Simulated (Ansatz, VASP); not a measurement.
# Two plane-wave programs on SnSe

Contents of INCAR:

```
  PREC = Accurate
  ENCUT = 520
  EDIFF = 1E-6
  ISMEAR = 0
  SIGMA = 0.05
  LREAL = F
  LASPH = T
  NELM = 80
  ALGO = Normal
  ISIF = 2
  LWAVE = F
  LCHARG = F
  LDIPOL = T
  IDIPOL = 3
  DIPOL = 0.5 0.5 0.500
  GGA = PS
  NBANDS = 50
```

File KPOINTS:

```
Automatic mesh
0
Gamma
  6 6 1
```

File POSCAR:

```
SnSe
1.0
    4.2041099673      0.0000000000      0.0000000000
    0.0000000000      4.2041099673      0.0000000000
    0.0000000000      0.0000000000     23.9182640001
Sn Se
4 4
Direct
    0.5000000000      0.5000000000      0.3135679078
    0.0000000000      0.0000000000      0.4378559693
    0.5000000000      0.5000000000      0.5621440307
    0.0000000000      0.0000000000      0.6864320922
    0.0000000000      0.0000000000      0.3135679078
    0.5000000000      0.5000000000      0.4378559693
    0.0000000000      0.0000000000      0.5621440307
    0.5000000000      0.5000000000      0.6864320922
```

Input for Ansatz:

```yaml
crystal:
  lattice:
    - [4.2041099673, 0.0, 0.0]
    - [0.0, 4.2041099673, 0.0]
    - [0.0, 0.0, 23.9182640001]
  atoms:
    - { symbol: Sn, position: [0.5, 0.5, 0.3135679078] }
    - { symbol: Se, position: [0.0, 0.0, 0.3135679078] }
    - { symbol: Sn, position: [0.0, 0.0, 0.4378559693] }
    - { symbol: Se, position: [0.5, 0.5, 0.4378559693] }
    - { symbol: Sn, position: [0.5, 0.5, 0.5621440307] }
    - { symbol: Se, position: [0.0, 0.0, 0.5621440307] }
    - { symbol: Sn, position: [0.0, 0.0, 0.6864320922] }
    - { symbol: Se, position: [0.5, 0.5, 0.6864320922] }
basis:
  ecutwfc: 420
kpoints:
  mp_grid: { grid: [6, 6, 1] }
hamiltonian:
  xc: pbesol
scf:
  occupations: { method: gaussian, width: 0.05 }
output:
  forces: true
  stress: true
  eigenvalues: true
efield:
  axis: 3
  dipole_correction: true
  ramp_width: 0.04
```

Alike in both runs: task single point; functional PBEsol; k mesh 6 × 6 × 1; occupations gaussian, width 0.05 eV; no spin polarisation.

|  | VASP | Ansatz |
| --- | --- | --- |
| version | VASP 6.6.1 | Ansatz 0.2.0 |
| potentials or method | VASP PAW PBE potentials, release 64 (Sn_d, Se), cutoff 520 eV | scalar-relativistic, plane waves, PAW |
| valence electrons in the cell | 80 | 120 |

```tsv
	VASP	Ansatz	Ansatz less VASP
gap on the k mesh at the Fermi level (eV)	0.65	0.65	+0.001
least direct gap on the mesh (eV)	0.65	0.65	+0.001
rms of the force components (eV/Å)	0.235	0.237	+0.0024
```

VASP's potentials were made for PBE, not for PBEsol. VASP's potentials hold 80 valence electrons a cell and Ansatz's 120, so a difference there can come from the potentials and not from the codes.
